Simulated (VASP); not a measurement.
A run of VASP 6.6.1 is set up as follows.

File INCAR:

```
  PREC = Accurate
  ENCUT = 520
  EDIFF = 1E-7
  ISMEAR = 0
  SIGMA = 0.1
  LREAL = False
  LASPH = True
  NELM = 80
  ALGO = Normal
  ISIF = 2
  LWAVE = False
  LCHARG = True
  GGA = PE
  LELF = True
  LVHAR = True
  NBANDS = 16
```

File KPOINTS:

```
regular mesh
0
Gamma
  6 6 6
```

The input POSCAR:

```
ZrB2
1.0
    3.1649997100      0.0000000000      0.0000000000
   -1.5824998600      2.7409701500      0.0000000000
    0.0000000000      0.0000000000      3.5199999800
Zr B
1 2
Direct
    0.0000000000      0.0000000000      0.0000000000
    0.3333333300      0.6666666700      0.5000000000
    0.6666666700      0.3333333300      0.5000000000
```

Potentials or basis: VASP PAW PBE potentials, release 64 (Zr_sv, B).

Command:

```console
$ cat potpaw_PBE.64/Zr_sv/POTCAR potpaw_PBE.64/B/POTCAR > POTCAR
$ mpirun -np 1 vasp_std > vasp.out
```

(1) Predict the band gap on the k mesh.

(2) What does it give for the pressure?

## Answers

(1) zero (band 9 reaches 11.35 eV, above the bottom of band 10 at 10.27 eV).

(2) 2.8 GPa.

Caveat: the k points lie up to 0.38 Å⁻¹ apart.
